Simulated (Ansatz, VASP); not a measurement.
## SiO2: VASP beside Ansatz

The input INCAR:

```
ALGO     = Normal         # electronic algorithm
EDIFF    = 1E-6           # SCF threshold, eV
ENCUT    = 520            # plane-wave cutoff, eV
GGA      = PE             # functional
ISIF     = 2              # what is computed and relaxed
ISMEAR   = 0              # smearing method
LASPH    = T              # aspherical terms in the spheres
LCHARG   = T              # write CHGCAR
LELF     = T              # ELF
LREAL    = F              # projectors in reciprocal space
LVHAR    = T            
LWAVE    = F              # write WAVECAR
NBANDS   = 25             # bands
NELM     = 100            # most SCF steps
PREC     = Accurate       # precision mode
SIGMA    = 0.05           # smearing width, eV
```

The input KPOINTS:

```
k-points
0
Gamma
  6 6 8
```

POSCAR

```
SiO2
1.0
    4.1723000000      0.0000000000      0.0000000000
    0.0000000000      4.1723000000      0.0000000000
    0.0000000000      0.0000000000      2.3670000000
Si O
2 4
Direct
    0.5000000000      0.5000000000      0.5000000000
    0.0000000000      0.0000000000      0.0000000000
    0.6930127928      0.6930127928      0.0000000000
    0.1930127928      0.8069872072      0.5000000000
    0.3069872072      0.3069872072      0.0000000000
    0.8069872072      0.1930127928      0.5000000000
```

Input for Ansatz:

```yaml
crystal:
  lattice:
    - [4.1723, 0.0, 0.0]
    - [0.0, 4.1723, 0.0]
    - [0.0, 0.0, 2.367]
  atoms:
    - { symbol: Si, position: [0.5, 0.5, 0.5] }
    - { symbol: Si, position: [0.0, 0.0, 0.0] }
    - { symbol: O, position: [0.6930127928, 0.6930127928, 0.0] }
    - { symbol: O, position: [0.1930127928, 0.8069872072, 0.5] }
    - { symbol: O, position: [0.3069872072, 0.3069872072, 0.0] }
    - { symbol: O, position: [0.8069872072, 0.1930127928, 0.5] }
basis:
  ecutwfc: 520.0
kpoints:
  mp_grid: { grid: [6, 6, 8] }
hamiltonian:
  xc: pbe
  pseudopotentials: { kind: paw, azcp: { folder: soft_1 } }
scf:
  occupations: { method: gaussian, width: 0.05 }
output:
  forces: true
  stress: true
  eigenvalues: true
  write_density: true
  write_potential: true
  elf: true
  volumetric_format: npy
```

Alike in both runs: task single point; functional PBE; k mesh 6 × 6 × 8; occupations gaussian, width 0.05 eV; no spin polarisation.

|  | VASP | Ansatz |
| --- | --- | --- |
| version | VASP 6.6.1 | Ansatz 0.2.0 |
| potentials or method | VASP PAW PBE potentials, release 64 (Si, O), cutoff 520 eV | scalar-relativistic, plane waves, PAW |
| valence electrons in the cell | 32 | 32 |

```tsv
	VASP	Ansatz	Ansatz less VASP
gap on the k mesh at the Fermi level (eV)	8.07	8.10	+0.025
least direct gap on the mesh (eV)	8.07	8.10	+0.025
rms of the force components (eV/Å)	0.615	0.580	-0.0358
```

Atom by atom the forces differ by 0.036 eV/Å (rms over components). With one functional, cell and mesh, what is left measures potentials, basis and numerics.
